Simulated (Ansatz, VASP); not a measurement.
Given: the input of a run of VASP 6.6.1 on CdS.

INCAR

```
ALGO = Normal
EDIFF = 1E-6
EDIFFG = -0.01
ENCUT = 600
IBRION = 2
ISIF = 3
ISMEAR = -1
LASPH = True
LCHARG = False
LREAL = False
LWAVE = False
NELM = 80
NSW = 60
PREC = Accurate
SIGMA = 0.05
```

Contents of KPOINTS:

```
k-points
0
Gamma
  7 7 5
```

The input POSCAR:

```
CdS
1.0
    4.2611695877      0.0000000000      0.0000000000
   -2.1305847939      3.6902811128      0.0000000000
    0.0000000000      0.0000000000      5.8041729400
Cd S
1 1
Direct
    0.0000000000      0.0000000000      0.4426919200
    0.6666666667      0.3333333333      0.4343080800
```

Potentials or basis: VASP PAW LDA potentials, release 64 (Cd, S).

The run is started by

```console
$ cat potpaw_LDA.64/Cd/POTCAR potpaw_LDA.64/S/POTCAR > POTCAR
$ mpirun -np 1 vasp_std > vasp.out
```

Problem. Set up the same calculation for Ansatz 0.2.0. Potentials there: Ansatz PAW.

Solution. As run (the cutoff follows the program's own potentials):

input.yaml

```yaml
crystal:
  lattice:
    - [4.2611695877, 0.0, 0.0]
    - [-2.1305847939, 3.6902811128, 0.0]
    - [0.0, 0.0, 5.80417294]
  atoms:
    - { symbol: Cd, position: [0.0, 0.0, 0.44269192] }
    - { symbol: S, position: [0.6666666667, 0.3333333333, 0.43430808] }
hamiltonian:
  xc: lda
  pseudopotentials: { kind: paw }
kpoints:
  mp_grid: { grid: [7, 7, 5] }
scf:
  occupations: { method: fermi_dirac, width: 0.05 }
output:
  forces: true
  stress: true
  eigenvalues: true
relax:
  f_tol: 0.01
  max_steps: 40
  cell: { stress_tol: 0.05 }
```

Potentials or basis: Ansatz PAW.

Command:

```console
$ ansatz run input.yaml --threads 2 --pin off --max-ram 5632MiB --backend cpu --events-out ev --progress --plain --runs-dir out
```

Both were run:

|  | VASP | Ansatz | Ansatz less VASP |
| --- | --- | --- | --- |
| gap on the k mesh at the Fermi level, each at its own relaxed structure (eV) | 0.76 | 0.85 | +0.091 |
| relaxed volume (Å³/atom) | 31.25 | 28.87 | -2.372 |
| relaxed cell length with the largest relative difference (Å) | 4.152 | 3.978 | -0.1744 |

LDA's correlation is that of Perdew and Zunger in VASP and of Perdew and Wang (1992) in Ansatz. One of these differences is far larger than is usual between the two programs; its cause wasn't traced. VASP's potentials hold 18 valence electrons a cell and Ansatz's 26, so a difference there can come from the potentials and not from the codes.

Noted on VASP's run: the volume moved by over 15 % at a fixed basis, so the end points are rough. Noted on Ansatz's run: the volume moved by over 15 % at a fixed basis, so the end points are rough; odd divisions of the mesh miss points on the zone boundary, where band edges often lie, so the gap on the mesh can be too wide; the plane-wave basis is chosen anew once the cell has moved, so the energies of steps on either side of that aren't comparable.
